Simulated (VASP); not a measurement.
# NiO in VASP: further runs

The runs below take NiO through single point, with PBE.

Program: VASP 6.6.1. These are calculated values, not measurements. Logs are shortened: lines on timing, memory, paths and dates and some standing lists are left out, and cuts for length are marked.

## Step 1: The cell of the first run

The cell holds a wire or tube with vacuum around it, 4 atoms: a = 11.000 Å, b = 9.300 Å, c = 3.480 Å, α = 90.00°, β = 90.00°, γ = 90.00°.

## Step 2: Single point, PBE, collinear spin, ferromagnetic start

File INCAR:

```
SYSTEM = NiO
ALGO = Normal ; EDIFF = 1E-6
ENCUT = 520 ; GGA = PE
ISIF = 2 ; ISMEAR = 0
ISPIN = 2 ; LASPH = .True.
LCHARG = .False. ; LMAXMIX = 4
LORBIT = 11 ; LREAL = .False.
LWAVE = .False. ; MAGMOM = 1.6 1.6 0.5 0.5
NBANDS = 28 ; NELM = 150
PREC = Accurate ; SIGMA = 0.05
```

File KPOINTS:

```
k-points
0
Gamma
  1 1 17
  0 0 0
```

File POSCAR:

```
NiO
1.0
   11.0000000000      0.0000000000      0.0000000000
    0.0000000000      9.3000000000      0.0000000000
    0.0000000000      0.0000000000      3.4799599978
Ni O
2 2
Direct
    0.4127896707      0.5000000000      0.0000000000
    0.5872103293      0.5000000000      0.5000000000
    0.4031592207      0.5000000000      0.5000000000
    0.5968407793      0.5000000000      0.0000000000
```

Potentials or basis: VASP PAW PBE potentials, release 64 (Ni, O).

On the command line:

```console
cat potpaw_PBE.64/Ni/POTCAR potpaw_PBE.64/O/POTCAR > POTCAR
mpirun -np 1 vasp_std > vasp.out
```

OUTCAR:

```text
SYSTEM = NiO
   EDIFF = 1E-6
   ENCUT = 520
   GGA = PE
   ISIF = 2
   ISMEAR = 0
   ISPIN = 2
   LASPH = .True.
   LORBIT = 11
   LREAL = .False.
   NELM = 150
   PREC = Accurate

 ion  position               nearest neighbor table
   1  0.413  0.500  0.000-   3 1.74   3 1.74   4 2.02   2 2.59   2 2.59
   2  0.587  0.500  0.500-   4 1.74   4 1.74   3 2.02   1 2.59   1 2.59
   3  0.403  0.500  0.500-   1 1.74   1 1.74   2 2.02
   4  0.597  0.500  0.000-   2 1.74   2 1.74   1 2.02

  LATTYP: Found a simple orthorhombic cell.
 ALAT       =     3.4799599978
 B/A-ratio  =     2.6724445125
 C/A-ratio  =     3.1609558751

  Lattice vectors:

 A1 = (   0.0000000000,   0.0000000000,  -3.4799599978)
 A2 = (   0.0000000000,   9.3000000000,   0.0000000000)
 A3 = (  11.0000000000,   0.0000000000,   0.0000000000)

Analysis of symmetry for initial positions (statically):
=====================================================================
 Subroutine PRICEL returns:
 Original cell was already a primitive cell.

 Routine SETGRP: Setting up the symmetry group for a
 simple orthorhombic supercell.

 Subroutine GETGRP returns: Found  8 space group operations
 (whereof  4 operations were pure point group operations)
 out of a pool of  8 trial point group operations.

The static configuration has the point symmetry C_2v.
 The point group associated with its full space group is D_2h.

Analysis of symmetry for dynamics (positions and initial velocities):
=====================================================================
 Subroutine PRICEL returns:
 Original cell was already a primitive cell.

 Routine SETGRP: Setting up the symmetry group for a
 simple orthorhombic supercell.

 Subroutine GETGRP returns: Found  8 space group operations
 (whereof  4 operations were pure point group operations)
 out of a pool of  8 trial point group operations.

The dynamic configuration has the point symmetry C_2v.
 The point group associated with its full space group is D_2h.

Analysis of structural, dynamic, and magnetic symmetry:
=====================================================================
 Subroutine PRICEL returns:
 Original cell was already a primitive cell.

 Routine SETGRP: Setting up the symmetry group for a
 simple orthorhombic supercell.

 Subroutine GETGRP returns: Found  8 space group operations
[... 117 lines left out ...]
   GGA     = PE    functional components
   LHFCALC =     F    Hartree Fock is set to
   AEXX    =    0.0000 exact exchange contribution
   IVDW    =     0    specifies the selected vdW correction
   LEPSILON=     F    determine dielectric tensor
   LRPA    =     F    only Hartree local field effects (RPA)
 spin polarized calculation
 Gauss-broadening in eV      SIGMA  =   0.05
  energy-cutoff  :      520.00
  volume of cell :      356.00
 maximum number of plane-waves:      9655
 NGX is ok and might be reduce to    84
   NGX = 41   NGY = 35   NGZ = 13

 number of electron      31.9999969 magnetization      -0.0313233

 number of electron      31.9999969 magnetization       0.0268221

 Free energy of the ion-electron system (eV)
  ---------------------------------------------------
  ext. energy  EPLUGINS =         0.00000000
  ---------------------------------------------------
  free energy    TOTEN  =       -21.67480464 eV

  energy without entropy =      -21.67033890  energy(sigma->0) =      -21.67257177

 E-fermi :  -3.8876     XC(G=0):  -2.4936

 val. band max:       -3.8925009656   @ k =   0.0000   0.0000   0.3529
 cond. band min:      -3.8791111072   @ k =   0.0000   0.0000   0.3529
 fundamental gap:      0.0133898584
 Fermi energy:        -3.8875578820

 spin component 1

 k-point     1 :       0.0000    0.0000    0.0000
  band No.  band energies     occupation
      1     -23.4457      1.00000
      2     -22.8852      1.00000
      3      -9.0227      1.00000
      4      -8.9432      1.00000
      5      -8.3426      1.00000
      6      -8.1683      1.00000
[... 268 lines left out ...]
     27       4.8439      0.00000
     28       5.2419      0.00000
 Fermi energy:        -3.8875578820

 spin component 2

 k-point     1 :       0.0000    0.0000    0.0000
  band No.  band energies     occupation
      1     -23.4398      1.00000
      2     -22.8790      1.00000
      3      -9.0144      1.00000
      4      -8.9407      1.00000
      5      -8.3387      1.00000
      6      -8.1595      1.00000
[... 268 lines left out ...]
     27       4.8681      0.00000
     28       5.2509      0.00000

------------------------ aborting loop because EDIFF is reached ----------------------------------------

  FORCE on cell =-STRESS in cart. coord.  units (eV):
  Direction    XX          YY          ZZ          XY          YZ          ZX
  --------------------------------------------------------------------------------------
  -------------------------------------------------------------------------------------
  Total       -0.0315664     -0.0881165      0.3056320      0.0000000      0.0000000      0.0000000
  in kB       -0.1420644     -0.3965683      1.3754968      0.0000000      0.0000000      0.0000000
  external PRESSURE =       0.2789547 kB  Pullay stress =       0.0000000 kB

 VOLUME and BASIS-vectors are now :
 -----------------------------------------------------------------------------
  energy-cutoff  :      520.00
  volume of cell :      356.00
      direct lattice vectors                 reciprocal lattice vectors
    11.000000000  0.000000000  0.000000000     0.090909091  0.000000000  0.000000000
     0.000000000  9.300000000  0.000000000     0.000000000  0.107526882  0.000000000
     0.000000000  0.000000000  3.479959998     0.000000000  0.000000000  0.287359625

 POSITION                                       TOTAL-FORCE (eV/Angst)
 -----------------------------------------------------------------------------------
      4.54069      4.65000      0.00000        -0.007426      0.000000      0.000000
      6.45931      4.65000      1.73998         0.007426      0.000000      0.000000
      4.43475      4.65000      1.73998        -0.021756      0.000000      0.000000
      6.56525      4.65000      0.00000         0.021756      0.000000      0.000000
 -----------------------------------------------------------------------------------
    total drift:                                0.000000      0.000000      0.000000

  FREE ENERGIE OF THE ION-ELECTRON SYSTEM (eV)
  ---------------------------------------------------
  free  energy   TOTEN  =       -21.6748046442 eV

  energy  without entropy=      -21.6703388982  energy(sigma->0) =      -21.67257177

 total charge

# of ion       s       p       d       tot
------------------------------------------
    1        0.476   0.520   8.353   9.349
    2        0.476   0.520   8.353   9.349
    3        1.566   3.395   0.000   4.961
    4        1.566   3.395   0.000   4.961
--------------------------------------------------
tot          4.083   7.830  16.707  28.620

 magnetization (x)

# of ion       s       p       d       tot
------------------------------------------
    1       -0.000   0.000   0.008   0.008
    2       -0.000   0.000   0.008   0.008
    3        0.000   0.003   0.000   0.003
    4        0.000   0.003   0.000   0.003
--------------------------------------------------
tot         -0.000   0.006   0.017   0.022
```

stdout:

```text
POSCAR found type information on POSCAR NiO
 POSCAR found :  2 types and       4 ions
 scaLAPACK will be used
 LDA part: xc-table for (Slater+PW92), standard interpolation
 POSCAR, INCAR and KPOINTS ok, starting setup
 FFT: planning ... GRIDC
 FFT: planning ... GRID_SOFT
 FFT: planning ... GRID
 WAVECAR not read
 entering main loop
```

It took 23 min on 1 thread of AMD EPYC 7R13 (Zen 3), shared host; peak memory 0.62 GiB.

Results:

```
Free energy                                           : -21.6748 eV
Largest force                                         : 0.022 eV/Å
Band gap on the k mesh                                : zero (filled and empty bands overlap)
Net moment                                            : 0.03 μB per cell
Valence electrons inside the program's atomic spheres : Ni 9.35; O 4.96
```

Forces in eV/Å, atoms in the order of the input:
```
Ni  -0.007  0.000  0.000
Ni   0.007  0.000  0.000
O   -0.022  0.000  0.000
O    0.022  0.000  0.000
```

Levels at points of the mesh, in eV from the Fermi level:
Spin up:
```csv
k point,band 15,band 16,band 17,band 18,band 19,band 20
"(0.00, 0.00, 0.00)",-0.94,-0.77,-0.53,0.32,3.14,4.26
```
Spin down:
| k point | band 13 | band 14 | band 15 | band 16 | band 17 | band 18 | band 19 | band 20 | band 21 | band 22 |
| --- | --- | --- | --- | --- | --- | --- | --- | --- | --- | --- |
| (0.00, 0.00, 0.00) | -1.21 | -1.05 | -0.94 | -0.75 | -0.52 | 0.33 | 3.14 | 4.26 | 4.83 | 5.26 |

Caveat: the moments typed at the start vanished in this run; semilocal functionals often make such compounds metallic where correlation or magnetic order opens a gap, which also shifts bond lengths. With open d or f shells a metallic result of PBE can be an artefact of self-interaction; +U or a hybrid may open a gap.

## Step 3: Single point, PBE, collinear spin, ferromagnetic start

This run uses another cell than the first one.

File INCAR:

```
SYSTEM = NiO
PREC = Accurate ; ENCUT = 520
EDIFF = 1E-7 ; ISMEAR = 0
SIGMA = 0.05 ; LREAL = .False.
LASPH = .True. ; NELM = 150
ALGO = Normal ; ISIF = 2
LWAVE = .False. ; LCHARG = .False.
ISPIN = 2 ; MAGMOM = 1.6 1.6 0.5 0.5
LORBIT = 11 ; LMAXMIX = 4
GGA = PE ; NBANDS = 28
```

File KPOINTS:

```
Automatic mesh
0
Gamma
  1 1 17
  0 0 0
```

File POSCAR:

```
NiO
1.0
   11.0000000000      0.0000000000      0.0000000000
    0.0000000000      9.3000000000      0.0000000000
    0.0000000000      0.0000000000      3.7947169513
Ni O
2 2
Direct
    0.4094442546      0.5000000000      0.0000000000
    0.5905557454      0.5000000000      0.5000000000
    0.4094442546      0.5000000000      0.5000000000
    0.5905557454      0.5000000000      0.0000000000
```

Potentials or basis: VASP PAW PBE potentials, release 64 (Ni, O).

On the command line:

```console
cat potpaw_PBE.64/Ni/POTCAR potpaw_PBE.64/O/POTCAR > POTCAR
mpirun -np 1 vasp_std > vasp.out
```

OUTCAR:

```text
SYSTEM = NiO
   PREC = Accurate
   ENCUT = 520
   EDIFF = 1E-7
   ISMEAR = 0
   LREAL = .False.
   LASPH = .True.
   NELM = 150
   ISIF = 2
   ISPIN = 2
   LORBIT = 11
   GGA = PE

 ion  position               nearest neighbor table
   1  0.409  0.500  0.000-   3 1.90   3 1.90   4 1.99   2 2.75   2 2.75
   2  0.591  0.500  0.500-   4 1.90   4 1.90   3 1.99   1 2.75   1 2.75
   3  0.409  0.500  0.500-   1 1.90   1 1.90   2 1.99
   4  0.591  0.500  0.000-   2 1.90   2 1.90   1 1.99

  LATTYP: Found a simple orthorhombic cell.
 ALAT       =     3.7947169513
 B/A-ratio  =     2.4507756756
 C/A-ratio  =     2.8987669281

  Lattice vectors:

 A1 = (   0.0000000000,   0.0000000000,  -3.7947169513)
 A2 = (   0.0000000000,   9.3000000000,   0.0000000000)
 A3 = (  11.0000000000,   0.0000000000,   0.0000000000)

Analysis of symmetry for initial positions (statically):
=====================================================================
 Subroutine PRICEL returns:
 Original cell was already a primitive cell.

 Routine SETGRP: Setting up the symmetry group for a
 simple orthorhombic supercell.

 Subroutine GETGRP returns: Found  8 space group operations
 (whereof  4 operations were pure point group operations)
 out of a pool of  8 trial point group operations.

The static configuration has the point symmetry C_2v.
 The point group associated with its full space group is D_2h.

Analysis of symmetry for dynamics (positions and initial velocities):
=====================================================================
 Subroutine PRICEL returns:
 Original cell was already a primitive cell.

 Routine SETGRP: Setting up the symmetry group for a
 simple orthorhombic supercell.

 Subroutine GETGRP returns: Found  8 space group operations
 (whereof  4 operations were pure point group operations)
 out of a pool of  8 trial point group operations.

The dynamic configuration has the point symmetry C_2v.
 The point group associated with its full space group is D_2h.

Analysis of structural, dynamic, and magnetic symmetry:
[... 151 lines left out ...]
 val. band max:       -3.9479680682   @ k =   0.0000   0.0000   0.1176
 cond. band min:      -3.9098265685   @ k =   0.0000   0.0000   0.0000
 fundamental gap:      0.0381414998
 Fermi energy:        -3.9287638180

 spin component 1

 k-point     1 :       0.0000    0.0000    0.0000
  band No.  band energies     occupation
      1     -22.3960      1.00000
      2     -21.8012      1.00000
      3      -8.5728      1.00000
      4      -8.5184      1.00000
      5      -7.7638      1.00000
      6      -7.4676      1.00000
[... 268 lines left out ...]
     27       4.2036      0.00000
     28       4.5162      0.00000
 Fermi energy:        -3.9287638180

 spin component 2

 k-point     1 :       0.0000    0.0000    0.0000
  band No.  band energies     occupation
      1     -21.9499      1.00000
      2     -21.3130      1.00000
      3      -8.3400      1.00000
      4      -7.9862      1.00000
      5      -7.0832      1.00000
      6      -7.0456      1.00000
[... 268 lines left out ...]
     27       4.2609      0.00000
     28       4.5942      0.00000

------------------------ aborting loop because EDIFF is reached ----------------------------------------

  FORCE on cell =-STRESS in cart. coord.  units (eV):
  Direction    XX          YY          ZZ          XY          YZ          ZX
  --------------------------------------------------------------------------------------
  -------------------------------------------------------------------------------------
  Total       -2.0517848     -0.0510254    -10.2533843      0.0000000      0.0000000      0.0000000
  in kB       -8.4681272     -0.2105922    -42.3177721      0.0000000      0.0000000      0.0000000
  external PRESSURE =     -16.9988305 kB  Pullay stress =       0.0000000 kB

 VOLUME and BASIS-vectors are now :
 -----------------------------------------------------------------------------
  energy-cutoff  :      520.00
  volume of cell :      388.20
      direct lattice vectors                 reciprocal lattice vectors
    11.000000000  0.000000000  0.000000000     0.090909091  0.000000000  0.000000000
     0.000000000  9.300000000  0.000000000     0.000000000  0.107526882  0.000000000
     0.000000000  0.000000000  3.794716951     0.000000000  0.000000000  0.263524266

 POSITION                                       TOTAL-FORCE (eV/Angst)
 -----------------------------------------------------------------------------------
      4.50389      4.65000      0.00000         0.464108      0.000000      0.000000
      6.49611      4.65000      1.89736        -0.464108      0.000000      0.000000
      4.50389      4.65000      1.89736         0.540042      0.000000      0.000000
      6.49611      4.65000      0.00000        -0.540042      0.000000      0.000000
 -----------------------------------------------------------------------------------
    total drift:                                0.000000      0.000000     -0.000000

  FREE ENERGIE OF THE ION-ELECTRON SYSTEM (eV)
  ---------------------------------------------------
  free  energy   TOTEN  =       -21.1649935621 eV

  energy  without entropy=      -21.1614136189  energy(sigma->0) =      -21.16320359

 total charge

# of ion       s       p       d       tot
------------------------------------------
    1        0.388   0.353   8.240   8.981
    2        0.388   0.353   8.240   8.981
    3        1.560   3.347   0.000   4.907
    4        1.560   3.347   0.000   4.907
--------------------------------------------------
tot          3.896   7.401  16.480  27.777

 magnetization (x)

# of ion       s       p       d       tot
------------------------------------------
    1        0.005   0.016   1.060   1.080
    2        0.005   0.016   1.060   1.080
    3        0.009   0.243   0.000   0.252
    4        0.009   0.243   0.000   0.252
--------------------------------------------------
tot          0.029   0.517   2.119   2.664
```

OSZICAR:

```text
N       E                     dE             d eps       ncg     rms          rms(c)
DAV:   1     0.235202991450E+03    0.23520E+03   -0.10687E+04  1008   0.837E+02
DAV:   2     0.263569901168E+02   -0.20885E+03   -0.18824E+03  1200   0.213E+02
[... 24 lines left out ...]
DAV:  27    -0.211649877933E+02   -0.20641E-05   -0.18537E-07   944   0.153E-03    0.324E-04
DAV:  28    -0.211649904319E+02   -0.26386E-05   -0.15850E-07   904   0.127E-03    0.260E-04
DAV:  29    -0.211649925563E+02   -0.21244E-05   -0.12830E-07   872   0.104E-03    0.228E-04
DAV:  30    -0.211649933031E+02   -0.74676E-06   -0.31441E-08   792   0.659E-04    0.107E-04
DAV:  31    -0.211649935085E+02   -0.20545E-06   -0.14999E-08   752   0.396E-04    0.629E-05
DAV:  32    -0.211649935621E+02   -0.53534E-07   -0.37440E-09   804   0.223E-04
   1 F= -.21164994E+02 E0= -.21163204E+02  d E =-.357994E-02  mag=     2.8307
```

stdout:

```text
POSCAR found type information on POSCAR NiO
 POSCAR found :  2 types and       4 ions
 scaLAPACK will be used
 LDA part: xc-table for (Slater+PW92), standard interpolation
 POSCAR, INCAR and KPOINTS ok, starting setup
 FFT: planning ... GRIDC
 FFT: planning ... GRID_SOFT
 FFT: planning ... GRID
 WAVECAR not read
 entering main loop
```

It took 5.7 min on 1 thread of AMD EPYC 7R13 (Zen 3), shared host; peak memory 0.6 GiB.

Results:

| Quantity | Value |
| --- | --- |
| Free energy | -21.1650 eV |
| Largest force | 0.540 eV/Å |
| Net moment | 2.83 μB per cell |
| Site moments | Ni +1.08; O +0.25 μB |
| Valence electrons inside the program's atomic spheres | Ni 8.98; O 4.91 |

Forces in eV/Å, atoms in the order of the input:
```
Ni   0.464  0.000  0.000
Ni  -0.464  0.000  0.000
O    0.540  0.000  0.000
O   -0.540  0.000  0.000
```

Levels at points of the mesh, in eV from the Fermi level:
Spin up:
| k point | band 14 | band 15 | band 16 | band 17 | band 18 | band 19 | band 20 | band 21 | band 22 | band 23 |
| --- | --- | --- | --- | --- | --- | --- | --- | --- | --- | --- |
| (0.00, 0.00, 0.00) | -1.40 | -1.24 | -1.17 | -0.97 | -0.78 | 2.40 | 3.61 | 4.85 | 5.06 | 5.38 |
Spin down:
```tsv
k point	band 12	band 13	band 14	band 15	band 16	band 17
(0.00, 0.00, 0.00)	-0.63	-0.61	-0.59	-0.32	-0.15	0.02
```

Caveat: semilocal functionals often make such compounds metallic where correlation or magnetic order opens a gap, which also shifts bond lengths. With open d or f shells a metallic result of PBE can be an artefact of self-interaction; +U or a hybrid may open a gap.

The gap in the log of VASP goes by the Fermi energy; the results here count the filled bands.